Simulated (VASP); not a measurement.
# Si11O24 (a cell with a defect) in VASP: single point with r2SCAN+D3(BJ)

Aim: the single point of Si11O24 (a cell with a defect) with r2SCAN+D3(BJ).

Program: VASP 6.6.1. These are calculated values, not measurements. Logs are shortened: lines on timing, memory, paths and dates and some standing lists are left out, and cuts for length are marked.

### Step 1. The cell of the first run

The cell holds a defect, 35 atoms: a = 7.124 Å, b = 7.124 Å, c = 9.530 Å, α = 70.46°, β = 70.46°, γ = 70.80°.

### Step 2. Single point, r2SCAN+D3(BJ)

The input, POSCAR:

```
Si11O24
1.0
   -2.3825000000      4.1266110000      5.2960000000
    4.7650000000      0.0000000000      5.2960000000
    4.7650000000      8.2532220000      0.0000000000
Si O
11 24
Direct
    0.0934239020      0.5764841164      0.9323949777
    0.4349532330     -0.0943611633      0.0805101051
    0.1302852484      0.5611565346      0.4071692768
    0.3669828559      0.9400248780      0.5462870317
   -0.0283355249      0.0044951044      0.7606407591
    0.6296764512      0.0776688381      0.2174798887
    0.8932804075      0.4054566536      0.2666415463
    0.4989832185      0.4928382766      0.5140292156
    0.5425753415      0.0820536484      0.7486615738
    0.9041886609      0.4671956773      0.7381603583
    0.5136212299      0.5033708558     -0.0133981848
    0.3173542034      0.4717983451      0.9601593514
    0.9254043362      0.4881308209      0.0834791826
    0.8324598745      0.1757838539      0.3384226120
    0.2144716564     -0.0479782601      0.2100761084
    0.6277877516      0.9197639017      0.1287532690
    0.6008601488      0.3007826655      0.1048334379
    0.3268129018      0.4252611272      0.4769696090
    0.9328556740      0.5697640418      0.5549941196
    0.9335786306      0.2214345985      0.7945158793
    0.1203561896      0.0170499533      0.5895996455
    0.4521980607      0.9860567692      0.6644660751
    0.5690852539      0.3093516654      0.6543036350
    0.8553835454      1.0287169287      0.2534808155
    0.4522476700      0.0607684650      0.3733111690
    0.4232715853      0.6960544971      0.5740611104
    0.6872963841      0.5305548391      0.3640716762
    0.0841308530      0.4523433021      0.3009182582
    0.2225120085      0.7724029495      0.3382948206
    0.7689037651      0.9478207633      0.7645414387
    0.4006139842      0.0752480139      0.9231738277
    0.4622577834      0.6809187525      0.0696815744
    0.6732608027      0.5606224716      0.8240334877
    0.0719011227      0.5186836668      0.7899718775
    0.0653609403      0.8222823080      0.8933107011
```

The input, INCAR.step1:

```
SYSTEM = Si11O24
PREC = Accurate ; ENCUT = 520
ISMEAR = 0 ; SIGMA = 0.05
LREAL = Auto ; LASPH = .True.
NELM = 80 ; NBANDS = 117
GGA = PE ; ALGO = Normal
EDIFF = 1E-4 ; LWAVE = .True.
LCHARG = .False.
```

The input, INCAR.step2:

```
SYSTEM = Si11O24
PREC = Accurate ; ENCUT = 520
EDIFF = 1E-6 ; ISMEAR = 0
SIGMA = 0.05 ; LREAL = Auto
LASPH = .True. ; NELM = 80
ALGO = Normal ; ISIF = 2
LWAVE = .False. ; LCHARG = .False.
METAGGA = R2SCAN ; LMIXTAU = .True.
IVDW = 12 ; VDW_S6 = 1.0
VDW_S8 = 0.78981345 ; VDW_A1 = 0.49484001
VDW_A2 = 5.73083694 ; NBANDS = 117
ISTART = 1
```

The input, KPOINTS:

```
regular mesh
0
Gamma
  2 2 2
  0 0 0
```

Potentials or basis: VASP PAW PBE potentials, release 64 (Si, O).

Launch:

```console
$ cat potpaw_PBE.64/Si/POTCAR potpaw_PBE.64/O/POTCAR > POTCAR
$ cp INCAR.step1 INCAR
$ mpirun -np 1 vasp_std > vasp.out
$ cp INCAR.step2 INCAR
$ mpirun -np 1 vasp_std > vasp.out
```

OUTCAR:

```text
SYSTEM = Si11O24
   PREC = Accurate
   ENCUT = 520
   EDIFF = 1E-6
   ISMEAR = 0
   LREAL = Auto
   LASPH = .True.
   NELM = 80
   ISIF = 2
   METAGGA = R2SCAN
   IVDW = 12
   ISTART = 1
 IVDW          = 12

 ion  position               nearest neighbor table
   1  0.093  0.576  0.932-  12 1.59  34 1.61  35 1.62  13 1.62   5 2.93   7 3.03  10 3.03  11 3.05

   2  0.435  0.906  0.081-  32 1.58  31 1.61  16 1.63  15 1.65  29 2.47   9 2.92   6 2.92  11 3.11

   3  0.130  0.561  0.407-  18 1.62  19 1.63  28 1.63  29 1.68   8 2.96  10 2.98   7 3.10
   4  0.367  0.940  0.546-  25 1.60  26 1.60  22 1.61  21 1.61   5 2.87   6 3.08   8 3.10
   5  0.972  0.004  0.761-  20 1.60  30 1.61  21 1.61  35 1.62   4 2.87   1 2.93   9 2.96  10 3.11

   6  0.630  0.078  0.217-  17 1.59  25 1.59  16 1.62  24 1.66  14 2.49   2 2.92   4 3.08  11 3.13

   7  0.893  0.405  0.267-  13 1.61  27 1.61  28 1.65  14 1.69   1 3.03   8 3.04   3 3.10
   8  0.499  0.493  0.514-  26 1.60  23 1.61  27 1.62  18 1.63   3 2.96   9 3.02   7 3.04   4 3.10

   9  0.543  0.082  0.749-  22 1.59  23 1.61  30 1.61  31 1.63   2 2.92   5 2.96   8 3.02
  10  0.904  0.467  0.738-  33 1.60  20 1.61  34 1.62  19 1.62   3 2.98  11 2.99   1 3.03   5 3.11

  11  0.514  0.503  0.987-  17 1.59  32 1.59  12 1.60  33 1.60  10 2.99   1 3.05   2 3.11   6 3.13

  12  0.317  0.472  0.960-   1 1.59  11 1.60
  13  0.925  0.488  0.083-   7 1.61   1 1.62
  14  0.832  0.176  0.338-  24 1.46   7 1.69   6 2.49
  15  0.214  0.952  0.210-  29 1.44   2 1.65
  16  0.628  0.920  0.129-   6 1.62   2 1.63
  17  0.601  0.301  0.105-   6 1.59  11 1.59
  18  0.327  0.425  0.477-   3 1.62   8 1.63
  19  0.933  0.570  0.555-  10 1.62   3 1.63
  20  0.934  0.221  0.795-   5 1.60  10 1.61
  21  0.120  0.017  0.590-   4 1.61   5 1.61
  22  0.452  0.986  0.664-   9 1.59   4 1.61
  23  0.569  0.309  0.654-   9 1.61   8 1.61
  24  0.855  0.029  0.253-  14 1.46   6 1.66
  25  0.452  0.061  0.373-   6 1.59   4 1.60
  26  0.423  0.696  0.574-   8 1.60   4 1.60
  27  0.687  0.531  0.364-   7 1.61   8 1.62
  28  0.084  0.452  0.301-   3 1.63   7 1.65
  29  0.223  0.772  0.338-  15 1.44   3 1.68   2 2.47
  30  0.769  0.948  0.765-   5 1.61   9 1.61
  31  0.401  0.075  0.923-   2 1.61   9 1.63
  32  0.462  0.681  0.070-   2 1.58  11 1.59
  33  0.673  0.561  0.824-  10 1.60  11 1.60
  34  0.072  0.519  0.790-   1 1.61  10 1.62
  35  0.065  0.822  0.893-   5 1.62   1 1.62

  LATTYP: Found a base centered monoclinic cell.
 ALAT       =    11.6144603230
 B/A-ratio  =     0.7105988435
 C/A-ratio  =     0.8205288623
 COS(beta)  =    -0.4102644311

  Lattice vectors:

 A1 = (   2.3825000000,  -4.1266110000,  -5.2960000000)
 A2 = (  -4.7650000000,   0.0000000000,  -5.2960000000)
 A3 = (   4.7650000000,   8.2532220000,   0.0000000000)

Analysis of symmetry for initial positions (statically):
=====================================================================
 Subroutine PRICEL returns:
 Original cell was already a primitive cell.

 Routine SETGRP: Setting up the symmetry group for a
 base centered monoclinic supercell.

 Subroutine GETGRP returns: Found  1 space group operations
 (whereof  1 operations were pure point group operations)
 out of a pool of  4 trial point group operations.

The static configuration has the point symmetry C_1 .

Analysis of symmetry for dynamics (positions and initial velocities):
=====================================================================
 Subroutine PRICEL returns:
 Original cell was already a primitive cell.

 Routine SETGRP: Setting up the symmetry group for a
 base centered monoclinic supercell.

 Subroutine GETGRP returns: Found  1 space group operations
 (whereof  1 operations were pure point group operations)
 out of a pool of  4 trial point group operations.

The dynamic configuration has the point symmetry C_1 .

 Subroutine INISYM returns: Found  1 space group operations
 (whereof  1 operations are pure point group operations),
 and found     1 'primitive' translations

----------------------------------------------------------------------------------------

                                     Primitive cell

  volume of cell :     416.5474

  direct lattice vectors                    reciprocal lattice vectors
    -2.382500000  4.126611000  5.296000000    -0.104931794  0.060582400  0.094410876
     4.765000000  0.000000000  5.296000000     0.104931794 -0.060582400  0.094410876
     4.765000000  8.253222000  0.000000000     0.052465897  0.090873601 -0.047205438

  length of vectors
     7.124102792  7.124102821  9.529999915     0.153604434  0.153604434  0.115061006

  position of ions in fractional coordinates (direct lattice)
     0.093423902  0.576484116  0.932394978
     0.434953233  0.905638837  0.080510105
     0.130285248  0.561156535  0.407169277
     0.366982856  0.940024878  0.546287032
     0.971664475  0.004495104  0.760640759
     0.629676451  0.077668838  0.217479889
[... 27 lines left out ...]
     0.071901123  0.518683667  0.789971878
     0.065360940  0.822282308  0.893310701

  ion indices of the primitive-cell ions
   primitive index   ion index
                 1           1
                 2           2
                 3           3
                 4           4
                 5           5
                 6           6
[... 27 lines left out ...]
                34          34
                35          35

----------------------------------------------------------------------------------------

 KPOINTS: regular mesh

Automatic generation of k-mesh.
 Grid dimensions read from file:
 generate k-points for:    2    2    2

 Generating k-lattice:

  Cartesian coordinates                     Fractional coordinates (reciprocal lattice)
    -0.052465897  0.030291200  0.047205438     0.500000000  0.000000000  0.000000000
     0.052465897 -0.030291200  0.047205438     0.000000000  0.500000000  0.000000000
     0.026232949  0.045436800 -0.023602719     0.000000000  0.000000000  0.500000000

  Length of vectors
     0.076802217  0.076802217  0.057530503

  Shift w.r.t. Gamma in fractional coordinates (k-lattice)
     0.000000000  0.000000000  0.000000000

 Subroutine IBZKPT returns following result:
 ===========================================

 Found      8 irreducible k-points:

 Following reciprocal coordinates:
            Coordinates               Weight
  0.000000  0.000000  0.000000      1.000000
  0.500000 -0.000000  0.000000      1.000000
  0.000000  0.500000  0.000000      1.000000
  0.500000  0.500000  0.000000      1.000000
  0.000000  0.000000  0.500000      1.000000
  0.500000 -0.000000  0.500000      1.000000
 -0.000000  0.500000  0.500000      1.000000
  0.500000  0.500000  0.500000      1.000000
   k-points           NKPTS =      8   k-points in BZ     NKDIM =      8   number of bands    NBANDS=    117
   number of dos      NEDOS =    301   number of ions     NIONS =     35
   total plane-waves  NPLWV = 209952
   dimension x,y,z NGX =    54 NGY =   54 NGZ =   72
   dimension x,y,z NGXF=   108 NGYF=  108 NGZF=  144
   ions per type =              11  24
   NGX,Y,Z   is equivalent  to a cutoff of  12.60, 12.60, 12.56 a.u.
   NGXF,Y,Z  is equivalent  to a cutoff of  25.20, 25.20, 25.12 a.u.
 SYSTEM =  Si11O24
   PREC   = accura    normal or accurate (medium, high low for compatibility)
   ISTART =      1    job   : 0-new  1-cont  2-samecut
   ICHARG =      0    charge: 1-file 2-atom 10-const
   ISPIN  =      1    spin polarized calculation?
   LNONCOLLINEAR =      F non collinear calculations
   LSORBIT =      F    spin-orbit coupling
   LASPH  =      T    aspherical Exc in radial PAW
   ENCUT  =  520.0 eV  38.22 Ry    6.18 a.u.  13.25 13.25 17.72*2*pi/ulx,y,z
   NELM   =     80;   NELMIN=  2; NELMDL=  0     # of ELM steps
   EDIFF  = 0.1E-05   stopping-criterion for ELM
   LREAL  =      T    real-space projection
   EDIFFG = 0.1E-04   stopping-criterion for IOM
   NSW    =      0    number of steps for IOM
   IBRION =     -1    ionic relax: 0-MD 1-quasi-New 2-CG
   NFREE  =      0    steps in history (QN), initial steepest desc. (CG)
   ISIF   =      2    stress and relaxation
   ISYM   =      2    0-nonsym 1-usesym 2-fastsym
   POTIM  = 0.5000    time-step for ionic-motion
   TEBEG  =    0.0;   TEEND  =   0.0 temperature during run
   PSTRESS=    0.0 pullay stress
   NELECT =     188.0000    total number of electrons
   NUPDOWN=      -1.0000    fix difference up-down
   EMIN   =  10.00;   EMAX   =-10.00  energy-range for DOS
   EFERMI =   0.00;   METHOD = LEGACY
   ISMEAR =     0;   SIGMA  =   0.05  broadening in eV -4-tet -1-fermi 0-gaus
   EFERMI_NEDOS =   21; number of points for ismear=-14 and -15
   IALGO  =     38    algorithm
   IMIX   =      4    mixing-type and parameters
     AMIX     =   0.40;   BMIX     =  1.00
     AMIX_MAG =   1.60;   BMIX_MAG =  1.00
  volume/ion in A,a.u.               =      11.90        80.31
  Fermi-wavevector in a.u.,A,eV,Ry     =   1.255758  2.373039 21.455413  1.576928
  Thomas-Fermi vector in A             =   2.389499
   LORBIT       =      0    0 simple, 1 ext, 2 COOP (PROOUT), +10 PAW based schemes
   METAGGA = R2SCAN    functional components
   LHFCALC =     F    Hartree Fock is set to
   AEXX    =    0.0000 exact exchange contribution
   IVDW    =    12    specifies the selected vdW correction
   LEPSILON=     F    determine dielectric tensor
   LRPA    =     F    only Hartree local field effects (RPA)
 non-spin polarized calculation
 Gauss-broadening in eV      SIGMA  =   0.05
  energy-cutoff  :      520.00
  volume of cell :      416.55
 maximum number of plane-waves:     11263
 NGX is ok and might be reduce to    54
   NGX = 27   NGY = 27   NGZ = 35

 number of electron     188.0000003 magnetization

 Free energy of the ion-electron system (eV)
  ---------------------------------------------------
  ext. energy  EPLUGINS =         0.00000000
  ---------------------------------------------------
  free energy    TOTEN  =      -333.79636038 eV

  energy without entropy =     -333.79636038  energy(sigma->0) =     -333.79636038

 E-fermi :   2.0967     XC(G=0): -10.0120

 val. band max:        1.8621393103   @ k =   0.0000   0.0000   0.5000
 cond. band min:       6.3625385208   @ k =  -0.0000   0.5000   0.5000
 fundamental gap:      4.5003992105
 Fermi energy:         2.0966915537

 k-point     1 :       0.0000    0.0000    0.0000
  band No.  band energies     occupation
      1     -20.8047      2.00000
      2     -20.4455      2.00000
      3     -19.4575      2.00000
      4     -18.9890      2.00000
      5     -18.9488      2.00000
      6     -18.7251      2.00000
[... 861 lines left out ...]
    105      11.1286      0.00000
    106      11.2238      0.00000
 [bands above 106 left out]

------------------------ aborting loop because EDIFF is reached ----------------------------------------

 Edisp (eV)   -2.45498

 E8    (eV) :    -0.6255

  FORCE on cell =-STRESS in cart. coord.  units (eV):
  Direction    XX          YY          ZZ          XY          YZ          ZX
  --------------------------------------------------------------------------------------
  -------------------------------------------------------------------------------------
  Total      15.80259     5.41027    -4.25095    -5.13711    -0.13321    -3.31229
  in kB      60.78194    20.80965   -16.35055   -19.75902    -0.51238   -12.74016
  external pressure =       21.75 kB  Pullay stress =        0.00 kB

 VOLUME and BASIS-vectors are now :
 -----------------------------------------------------------------------------
  energy-cutoff  :      520.00
  volume of cell :      416.55
      direct lattice vectors                 reciprocal lattice vectors
    -2.382500000  4.126611000  5.296000000    -0.104931794  0.060582400  0.094410876
     4.765000000  0.000000000  5.296000000     0.104931794 -0.060582400  0.094410876
     4.765000000  8.253222000  0.000000000     0.052465897  0.090873601 -0.047205438

 POSITION                                       TOTAL-FORCE (eV/Angst)
 -----------------------------------------------------------------------------------
      6.96723      8.08079      3.54783        -0.040511      0.013137     -0.005279
      3.66272      2.45935      7.09978        -0.043191     -0.010351      0.001907
      4.30367      3.89809      3.66188        -0.013726     -0.018841     -0.017950
      6.20794      6.02302      6.92191        -0.016642      0.016586      0.016527
      1.33088     10.28742      5.16974         0.030303      0.012602     -0.006954
     -0.09382      4.39334      3.74610         0.009434     -0.034726      0.014951
[... 27 lines left out ...]
      6.06444      6.81652      3.12774        -0.000237     -0.001452      0.001097
      8.01908      7.64241      4.70096         0.011034      0.006202      0.000733
 -----------------------------------------------------------------------------------
    total drift:                                0.001750      0.010878      0.001488

  FREE ENERGIE OF THE ION-ELECTRON SYSTEM (eV)
  ---------------------------------------------------
  free  energy   TOTEN  =      -336.2513370043 eV

  energy  without entropy=     -336.2513370043  energy(sigma->0) =     -336.25133700
```

Run time: 18 min. Hardware: 1 thread of AMD EPYC 9R45 (Zen 5), shared host; peak memory 0.63 GiB.

What came out:

* Free energy: -336.2513 eV
* Pressure: 2.2 GPa
* Largest force: 0.291 eV/Å
* Band gap on the k mesh: 4.50 eV
* Dispersion energy per atom: -0.070 eV

Forces in eV/Å, atoms in the order of the input:
```
Si  -0.041  0.013 -0.005
Si  -0.043 -0.010  0.002
Si  -0.014 -0.019 -0.018
Si  -0.017  0.017  0.017
Si   0.030  0.013 -0.007
Si   0.009 -0.035  0.015
Si   0.005 -0.011  0.025
Si   0.032  0.028  0.026
Si   0.004 -0.027 -0.036
Si   0.017 -0.018  0.012
Si   0.007  0.012 -0.013
O    0.013  0.006  0.006
O    0.002  0.001 -0.002
O    0.197  0.130  0.120
O    0.100 -0.200  0.168
O   -0.008  0.007  0.001
O   -0.007 -0.003 -0.009
O   -0.006  0.005 -0.005
O   -0.002 -0.006 -0.002
O   -0.009 -0.010 -0.004
O    0.012 -0.014 -0.004
O    0.002 -0.012  0.013
O   -0.005 -0.003 -0.006
O   -0.256 -0.068 -0.120
O   -0.019  0.015 -0.002
O    0.003 -0.016 -0.002
O   -0.003  0.005 -0.012
O    0.004 -0.014  0.005
O   -0.041  0.203 -0.173
O   -0.001  0.011  0.000
O    0.008  0.002  0.004
O    0.012 -0.013  0.004
O   -0.001  0.009  0.002
O    0.000 -0.001  0.001
O    0.011  0.006  0.001
```

Caveat: the k points lie up to 0.48 Å⁻¹ apart; the PAW data sets were made with another functional, which shifts forces and pressure a little.
